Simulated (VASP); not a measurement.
# Lu3F2 (P6/mmm) in VASP: notebook

Lu3F2 is run at these levels: PBE; tasks: single point.

Program: VASP 6.6.1. These are calculated values, not measurements. Logs are shortened: lines on timing, memory, paths and dates and some standing lists are left out, and cuts for length are marked.

### 1 The cell of the first run

The structure is hexagonal, space group P6/mmm (No. 191). Conventional cell: a = 5.270 Å, b = 5.270 Å, c = 3.935 Å, α = 90.00°, β = 90.00°, γ = 120.00°. Within 3.5 Å of Lu (site symmetry mmm) lie 4 Lu at 2.63 Å and 4 F at 2.99 Å. Within 1.5 Å of F (site symmetry 6mm) lie 1 F at 1.10 Å.

The cell was generated, and may not be a known phase.

### 2 Single point, PBE

INCAR reads:

```
SYSTEM = Lu3F2
PREC = Accurate
ENCUT = 520
EDIFF = 1E-7
ISMEAR = 0
SIGMA = 0.1
LREAL = .FALSE.
LASPH = .TRUE.
NELM = 80
ALGO = Normal
ISIF = 2
LWAVE = .FALSE.
LCHARG = .TRUE.
GGA = PE
LELF = .TRUE.
LVHAR = .TRUE.
NBANDS = 52
```

KPOINTS reads:

```
Automatic mesh
0
G
  6 6 4
  0 0 0
```

POSCAR reads:

```
Lu3F2
1.0
    5.2699887500      0.0000000000      0.0000000000
   -2.6349943700      4.5639441300      0.0000000000
    0.0000000000      0.0000000000      3.9347292700
Lu F
3 2
Direct
    0.5000000000      0.0000000000      0.5000000000
    0.0000000000      0.5000000000      0.5000000000
    0.5000000000      0.5000000000      0.5000000000
    0.0000000000      0.0000000000      0.8607400900
    0.0000000000      0.0000000000      0.1392599100
```

Potentials or basis: VASP PAW PBE potentials, release 64 (Lu, F).

The run is started by

```console
cat potpaw_PBE.64/Lu/POTCAR potpaw_PBE.64/F/POTCAR > POTCAR
mpirun -np 1 vasp_std > vasp.out
```

OUTCAR:

```text
SYSTEM = Lu3F2
   PREC = Accurate
   ENCUT = 520
   EDIFF = 1E-7
   ISMEAR = 0
   LREAL = .FALSE.
   LASPH = .TRUE.
   NELM = 80
   ISIF = 2
   GGA = PE

 ion  position               nearest neighbor table
   1  0.500  0.000  0.500-   3 2.63   3 2.63   2 2.63   2 2.63
   2  0.000  0.500  0.500-   1 2.63   1 2.63   3 2.63   3 2.63
   3  0.500  0.500  0.500-   1 2.63   1 2.63   2 2.63   2 2.63
   4  0.000  0.000  0.861-   5 1.10
   5  0.000  0.000  0.139-   4 1.10

  LATTYP: Found a hexagonal cell.
 ALAT       =     5.2699887500
 C/A-ratio  =     0.7466295388

  Lattice vectors:

 A1 = (   5.2699887500,   0.0000000000,   0.0000000000)
 A2 = (  -2.6349943700,   4.5639441300,   0.0000000000)
 A3 = (   0.0000000000,   0.0000000000,   3.9347292700)

Analysis of symmetry for initial positions (statically):
=====================================================================
 Subroutine PRICEL returns:
 Original cell was already a primitive cell.

 Routine SETGRP: Setting up the symmetry group for a
 hexagonal supercell.

 Subroutine GETGRP returns: Found 24 space group operations
 (whereof 24 operations were pure point group operations)
 out of a pool of 24 trial point group operations.

The static configuration has the point symmetry D_6h.

Analysis of symmetry for dynamics (positions and initial velocities):
=====================================================================
 Subroutine PRICEL returns:
 Original cell was already a primitive cell.

 Routine SETGRP: Setting up the symmetry group for a
 hexagonal supercell.

 Subroutine GETGRP returns: Found 24 space group operations
 (whereof 24 operations were pure point group operations)
 out of a pool of 24 trial point group operations.

The dynamic configuration has the point symmetry D_6h.

 Subroutine INISYM returns: Found 24 space group operations
 (whereof 24 operations are pure point group operations),
 and found     1 'primitive' translations

----------------------------------------------------------------------------------------

                                     Primitive cell

  volume of cell :      94.6378

  direct lattice vectors                    reciprocal lattice vectors
     5.269988750  0.000000000  0.000000000     0.189753726  0.109554365  0.000000000
    -2.634994370  4.563944130  0.000000000     0.000000000  0.219108730  0.000000000
     0.000000000  0.000000000  3.934729270     0.000000000  0.000000000  0.254147092

  length of vectors
     5.269988750  5.269988743  3.934729270     0.219108729  0.219108730  0.254147092

  position of ions in fractional coordinates (direct lattice)
     0.500000000  0.000000000  0.500000000
     1.000000000  0.500000000  0.500000000
     0.500000000  0.500000000  0.500000000
     0.000000000  0.000000000  0.860740090
     0.000000000  0.000000000  0.139259910

  ion indices of the primitive-cell ions
   primitive index   ion index
                 1           1
                 2           2
                 3           3
                 4           4
                 5           5

----------------------------------------------------------------------------------------

 KPOINTS: Automatic mesh

Automatic generation of k-mesh.
 Grid dimensions read from file:
 generate k-points for:    6    6    4

 Generating k-lattice:

  Cartesian coordinates                     Fractional coordinates (reciprocal lattice)
     0.031625621  0.018259061  0.000000000     0.166666667  0.000000000  0.000000000
     0.000000000  0.036518122  0.000000000     0.000000000  0.166666667  0.000000000
     0.000000000  0.000000000  0.063536773     0.000000000  0.000000000  0.250000000

  Length of vectors
     0.036518122  0.036518122  0.063536773

  Shift w.r.t. Gamma in fractional coordinates (k-lattice)
     0.000000000  0.000000000  0.000000000

 Subroutine IBZKPT returns following result:
 ===========================================

 Found     21 irreducible k-points:

 Following reciprocal coordinates:
            Coordinates               Weight
  0.000000  0.000000  0.000000      1.000000
  0.166667  0.000000  0.000000      6.000000
  0.333333  0.000000  0.000000      6.000000
  0.500000  0.000000  0.000000      3.000000
  0.166667  0.166667  0.000000      6.000000
  0.333333  0.166667  0.000000     12.000000
[... 13 lines left out ...]
  0.333333  0.166667  0.500000     12.000000
  0.333333  0.333333  0.500000      2.000000
   k-points           NKPTS =     21   k-points in BZ     NKDIM =     21   number of bands    NBANDS=     52
   number of dos      NEDOS =    301   number of ions     NIONS =      5
   total plane-waves  NPLWV =  48000
   dimension x,y,z NGX =    40 NGY =   40 NGZ =   30
   dimension x,y,z NGXF=    80 NGYF=   80 NGZF=   60
   ions per type =               3   2
   NGX,Y,Z   is equivalent  to a cutoff of  12.62, 12.62, 12.68 a.u.
   NGXF,Y,Z  is equivalent  to a cutoff of  25.24, 25.24, 25.35 a.u.
 SYSTEM =  Lu3F2
   PREC   = accura    normal or accurate (medium, high low for compatibility)
   ISTART =      0    job   : 0-new  1-cont  2-samecut
   ICHARG =      2    charge: 1-file 2-atom 10-const
   ISPIN  =      1    spin polarized calculation?
   LNONCOLLINEAR =      F non collinear calculations
   LSORBIT =      F    spin-orbit coupling
   LASPH  =      T    aspherical Exc in radial PAW
   ENCUT  =  520.0 eV  38.22 Ry    6.18 a.u.   9.80  9.80  7.32*2*pi/ulx,y,z
   NELM   =     80;   NELMIN=  2; NELMDL= -5     # of ELM steps
   EDIFF  = 0.1E-06   stopping-criterion for ELM
   LREAL  =      F    real-space projection
   EDIFFG = 0.1E-05   stopping-criterion for IOM
   NSW    =      0    number of steps for IOM
   IBRION =     -1    ionic relax: 0-MD 1-quasi-New 2-CG
   NFREE  =      0    steps in history (QN), initial steepest desc. (CG)
   ISIF   =      2    stress and relaxation
   ISYM   =      2    0-nonsym 1-usesym 2-fastsym
   POTIM  = 0.5000    time-step for ionic-motion
   TEBEG  =    0.0;   TEEND  =   0.0 temperature during run
   PSTRESS=    0.0 pullay stress
   NELECT =      89.0000    total number of electrons
   NUPDOWN=      -1.0000    fix difference up-down
   EMIN   =  10.00;   EMAX   =-10.00  energy-range for DOS
   EFERMI =   0.00;   METHOD = LEGACY
   ISMEAR =     0;   SIGMA  =   0.10  broadening in eV -4-tet -1-fermi 0-gaus
   EFERMI_NEDOS =   21; number of points for ismear=-14 and -15
   IALGO  =     38    algorithm
   IMIX   =      4    mixing-type and parameters
     AMIX     =   0.40;   BMIX     =  1.00
     AMIX_MAG =   1.60;   BMIX_MAG =  1.00
  volume/ion in A,a.u.               =      18.93       127.73
  Fermi-wavevector in a.u.,A,eV,Ry     =   1.603922  3.030973 35.001877  2.572565
  Thomas-Fermi vector in A             =   2.700508
   LORBIT       =      0    0 simple, 1 ext, 2 COOP (PROOUT), +10 PAW based schemes
   GGA     = PE    functional components
   LHFCALC =     F    Hartree Fock is set to
   AEXX    =    0.0000 exact exchange contribution
   IVDW    =     0    specifies the selected vdW correction
   LEPSILON=     F    determine dielectric tensor
   LRPA    =     F    only Hartree local field effects (RPA)
 non-spin polarized calculation
 Gauss-broadening in eV      SIGMA  =   0.10
  energy-cutoff  :      520.00
  volume of cell :       94.64
 maximum number of plane-waves:      2568
 NGX is ok and might be reduce to    40
   NGX = 19   NGY = 19   NGZ = 15

 number of electron      88.9999999 magnetization

 Free energy of the ion-electron system (eV)
  ---------------------------------------------------
  ext. energy  EPLUGINS =         0.00000000
  ---------------------------------------------------
  free energy    TOTEN  =        -3.72279080 eV

  energy without entropy =       -3.69452347  energy(sigma->0) =       -3.70865713

 E-fermi :   3.2489     XC(G=0): -10.9405

 val. band max:        3.2393119385   @ k =   0.3333   0.3333   0.2500
 cond. band min:       3.2576784890   @ k =   0.3333   0.1667   0.2500
 fundamental gap:      0.0183665505
 Fermi energy:         3.2488992632

 k-point     1 :       0.0000    0.0000    0.0000
  band No.  band energies     occupation
      1     -53.1415      2.00000
      2     -52.7540      2.00000
      3     -52.7540      2.00000
      4     -36.2821      2.00000
      5     -25.6865      2.00000
      6     -24.5940      2.00000
[... 44 lines left out ...]
     51       6.8934      0.00000
     52       7.9444      0.00000

 k-point     2 :       0.1667    0.0000    0.0000
  band No.  band energies     occupation
      1     -53.1193      2.00000
      2     -52.7776      2.00000
      3     -52.7540      2.00000
      4     -36.2826      2.00000
      5     -25.5413      2.00000
      6     -24.5690      2.00000
[... 44 lines left out ...]
     51       7.1035      0.00000
     52       7.6518      0.00000

 k-point     3 :       0.3333    0.0000    0.0000
  band No.  band energies     occupation
      1     -53.0616      2.00000
      2     -52.8381      2.00000
      3     -52.7542      2.00000
      4     -36.2831      2.00000
      5     -25.2109      2.00000
      6     -24.4245      2.00000
[... 44 lines left out ...]
     51       6.0486      0.00000
     52       6.9772      0.00000
[... 881 lines left out ...]
 k-point    20 :       0.3333    0.1667    0.5000
  band No.  band energies     occupation
      1     -53.0135      2.00000
      2     -52.8846      2.00000
      3     -52.7530      2.00000
      4     -36.2743      2.00000
      5     -24.9468      2.00000
      6     -24.3651      2.00000
[... 44 lines left out ...]
     51       5.9933      0.00000
     52       6.9063      0.00000

 k-point    21 :       0.3333    0.3333    0.5000
  band No.  band energies     occupation
      1     -52.9494      2.00000
      2     -52.9494      2.00000
      3     -52.7531      2.00000
      4     -36.2741      2.00000
      5     -24.5116      2.00000
      6     -24.5116      2.00000
[... 44 lines left out ...]
     51       5.2599      0.00000
     52       7.7065      0.00000

------------------------ aborting loop because EDIFF is reached ----------------------------------------

  FORCE on cell =-STRESS in cart. coord.  units (eV):
  Direction    XX          YY          ZZ          XY          YZ          ZX
  --------------------------------------------------------------------------------------
  -------------------------------------------------------------------------------------
  Total       20.3921504     20.3921503     40.5022637      0.0000000      0.0000000      0.0000000
  in kB      345.2301713    345.2301705    685.6855789      0.0000004      0.0000000      0.0000000
  external PRESSURE =     458.7153069 kB  Pullay stress =       0.0000000 kB

 VOLUME and BASIS-vectors are now :
 -----------------------------------------------------------------------------
  energy-cutoff  :      520.00
  volume of cell :       94.64
      direct lattice vectors                 reciprocal lattice vectors
     5.269988750  0.000000000  0.000000000     0.189753726  0.109554365  0.000000000
    -2.634994370  4.563944130  0.000000000     0.000000000  0.219108730  0.000000000
     0.000000000  0.000000000  3.934729270     0.000000000  0.000000000  0.254147092

 POSITION                                       TOTAL-FORCE (eV/Angst)
 -----------------------------------------------------------------------------------
      2.63499      0.00000      1.96736        -0.000000      0.000000      0.000000
     -1.31750      2.28197      1.96736        -0.000000      0.000000      0.000000
      1.31750      2.28197      1.96736        -0.000000      0.000000      0.000000
      0.00000      0.00000      3.38678         0.000000     -0.000000    -37.487783
      0.00000      0.00000      0.54795        -0.000000      0.000000     37.487783
 -----------------------------------------------------------------------------------
    total drift:                               -0.000000      0.000000     -0.000000

  FREE ENERGIE OF THE ION-ELECTRON SYSTEM (eV)
  ---------------------------------------------------
  free  energy   TOTEN  =        -3.7227907971 eV

  energy  without entropy=       -3.6945234723  energy(sigma->0) =       -3.70865713
```

Wall time 2.9 min (1 thread of Intel Xeon Platinum 8488C (Sapphire Rapids), shared host); peak memory 0.25 GiB.

What came out:

* Free energy: -3.7228 eV
* Pressure: 45.9 GPa
* Largest force: 37.488 eV/Å
* Band gap on the k mesh: zero (an odd number of electrons rules out a gap without spin polarisation)

Forces on the atoms (eV/Å):
```
Lu    0.000   0.000   0.000
Lu    0.000   0.000   0.000
Lu    0.000   0.000   0.000
F     0.000   0.000 -37.488
F     0.000   0.000  37.488
```

Levels at points of the mesh, in eV from the Fermi level:
```csv
k point,band 42,band 43,band 44,band 45,band 46,band 47,band 48,band 49
"(0.00, 0.00, 0.00)",-2.11,-1.25,-1.25,-0.83,-0.62,1.72,1.72,1.98
"(0.50, 0.00, 0.00)",-1.65,-0.46,0.17,0.57,0.69,1.26,2.25,2.43
"(0.00, 0.00, 0.50)",-2.22,-2.22,-0.89,-0.89,-0.68,0.35,0.35,3.38
"(0.50, 0.00, 0.50)",-1.38,-0.51,-0.25,-0.15,0.61,1.58,2.42,2.56
```

Caveat: the k points lie up to 0.40 Å⁻¹ apart, too coarse for converged energies and pressures of a metal; the standard files for N, O and F lose accuracy on very short bonds; spin-orbit coupling is left out, which moves the levels of the heavy elements; an odd number of electrons without spin polarisation forces a metal; a magnetic or distorted state may lie lower.

### 3 Single point, PBE

This run uses another cell than the first one, of 27.27 Å³/atom.

INCAR reads:

```
SYSTEM = Lu3F2
PREC = Accurate ; ENCUT = 520
EDIFF = 1E-7 ; ISMEAR = 0
SIGMA = 0.1 ; LREAL = .FALSE.
LASPH = .TRUE. ; NELM = 80
ALGO = Normal ; ISIF = 2
LWAVE = .FALSE. ; LCHARG = .FALSE.
GGA = PE ; NBANDS = 52
```

KPOINTS reads:

```
regular mesh
0
G
  6 6 4
  0 0 0
```

POSCAR reads:

```
Lu3F2
1.0
    5.8518581283     -0.0000000032      0.0000000000
   -2.9259290614      5.0678578001      0.0000000000
    0.0000000000      0.0000000000      4.5970227219
Lu F
3 2
Direct
    0.5000000000      0.0000000000      0.5000000000
    0.0000000000      0.5000000000      0.5000000000
    0.5000000000      0.5000000000      0.5000000000
    0.0000000000      0.0000000000      0.7433989328
    0.0000000000      0.0000000000      0.2566010672
```

Potentials or basis: VASP PAW PBE potentials, release 64 (Lu, F).

The run is started by

```console
cat potpaw_PBE.64/Lu/POTCAR potpaw_PBE.64/F/POTCAR > POTCAR
mpirun -np 1 vasp_std > vasp.out
```

Wall time 4.5 min (1 thread of Intel Xeon Platinum 8488C (Sapphire Rapids), shared host); peak memory 0.32 GiB.

The run converged. Its results:

```yaml
Free_energy: -17.6663 eV
Pressure: 0.1 GPa
Largest_force: 0.018 eV/Å
Band_gap_on_the_k_mesh: zero (an odd number of electrons rules out a gap without spin polarisation)
```

Forces in eV/Å, atoms in the order of the input:
```
Lu   0.000  0.000  0.000
Lu   0.000  0.000  0.000
Lu   0.000  0.000  0.000
F    0.000  0.000 -0.018
F    0.000  0.000  0.018
```

Levels at points of the mesh, in eV from the Fermi level:
| k point | band 43 | band 44 | band 45 | band 46 | band 47 | band 48 |
| --- | --- | --- | --- | --- | --- | --- |
| (0.00, 0.00, 0.00) | -1.02 | -0.93 | -0.89 | -0.46 | 0.52 | 1.79 |
| (0.50, 0.00, 0.00) | -0.90 | -0.04 | 0.39 | 0.80 | 1.19 | 1.54 |
| (0.00, 0.00, 0.50) | -1.28 | -0.84 | -0.84 | -0.13 | 0.26 | 1.41 |
| (0.50, 0.00, 0.50) | -0.73 | -0.03 | -0.03 | 0.60 | 0.69 | 1.88 |

Caveat: spin-orbit coupling is left out, which moves the levels of the heavy elements; an odd number of electrons without spin polarisation forces a metal; a magnetic or distorted state may lie lower.

### 4 Single point, PBE

This run uses another cell than the first one, of 27.82 Å³/atom.

INCAR reads:

```
PREC = Accurate
ENCUT = 520
EDIFF = 1E-7
ISMEAR = 0
SIGMA = 0.1
LREAL = F
LASPH = T
NELM = 60
ALGO = Normal
ISIF = 2
LWAVE = F
LCHARG = F
GGA = PE
NBANDS = 52
```

KPOINTS reads:

```
Automatic mesh
0
Gamma
  6 6 8
```

POSCAR reads:

```
Lu3F2
1.0
    5.8566146084      0.0000000000      0.0000000000
   -2.9283073042      5.0719770311      0.0000000000
    0.0000000000      0.0000000000      4.6820971706
Lu F
3 2
Direct
    0.5000000000      0.0000000000      0.5000000000
    0.0000000000      0.5000000000      0.5000000000
    0.5000000000      0.5000000000      0.5000000000
    0.0000000000      0.0000000000      0.7414598671
    0.0000000000      0.0000000000      0.2585401329
```

The run is started by

```console
cat potpaw_PBE.64/Lu/POTCAR potpaw_PBE.64/F/POTCAR > POTCAR
mpirun -np 1 vasp_std > vasp.out
```

Wall time 5.3 min (1 thread of Intel Xeon Platinum 8488C (Sapphire Rapids), shared host); peak memory 0.38 GiB.

The run converged. Its results:

| Quantity | Value |
| --- | --- |
| Free energy | -17.6719 eV |
| Pressure | 0.0 GPa |
| Band gap on the k mesh | zero (an odd number of electrons rules out a gap without spin polarisation) |

Stress tensor (GPa, compression positive):
```
 0.11  0.00  0.00
 0.00  0.11  0.00
 0.00  0.00 -0.12
```

Levels at points of the mesh, in eV from the Fermi level:
| k point | band 41 | band 42 | band 43 | band 44 | band 45 | band 46 | band 47 | band 48 | band 49 | band 50 |
| --- | --- | --- | --- | --- | --- | --- | --- | --- | --- | --- |
| (0.00, 0.00, 0.00) | -3.33 | -1.08 | -1.01 | -1.01 | -0.91 | -0.52 | 0.52 | 1.84 | 1.84 | 1.86 |
| (0.50, 0.00, 0.00) | -2.43 | -1.41 | -1.08 | -0.02 | 0.33 | 0.81 | 1.22 | 1.55 | 1.73 | 1.75 |
| (0.00, 0.00, 0.50) | -3.30 | -2.68 | -1.25 | -0.85 | -0.85 | -0.11 | 0.21 | 1.42 | 1.42 | 2.09 |
| (0.50, 0.00, 0.50) | -2.65 | -2.01 | -0.70 | -0.10 | 0.00 | 0.58 | 0.71 | 1.87 | 2.01 | 2.06 |

Caveat: spin-orbit coupling is left out, which moves the levels of the heavy elements; an odd number of electrons without spin polarisation forces a metal; a magnetic or distorted state may lie lower.

### 5 Overview

| cell | k mesh | gap on the mesh (eV) | pressure (GPa) | largest force (eV/Å) |
| --- | --- | --- | --- | --- |
| a = 5.270, b = 5.270, c = 3.935 Å, angles 90.0, 90.0, 120.0°, 5 atoms, atomic positions A | 6 × 6 × 4 | none | 45.9 | 37.49 |
| a = 5.852, b = 5.852, c = 4.597 Å, angles 90.0, 90.0, 120.0°, 5 atoms, atomic positions B | 6 × 6 × 4 | none | 0.1 | 0.02 |
| a = 5.857, b = 5.857, c = 4.682 Å, angles 90.0, 90.0, 120.0°, 5 atoms, atomic positions C | 6 × 6 × 8 | none | 0.0 | - |

Alike in all rows: task single point; level PBE; potentials or basis VASP PAW PBE potentials, release 64 (Lu, F); no spin polarisation; cutoff (eV) 520; smearing gaussian 0.1 eV.

Caveats: some runs use coarse meshes; spin-orbit coupling is left out, which moves the levels of the heavy elements; an odd number of electrons without spin polarisation forces a metal; a magnetic or distorted state may lie lower; the standard files for N, O and F lose accuracy on very short bonds (at least some runs).

Total energies depend on the potentials used, so only differences within one code and one set of settings carry meaning.

The gap in the log of VASP goes by the Fermi energy; the results here count the filled bands.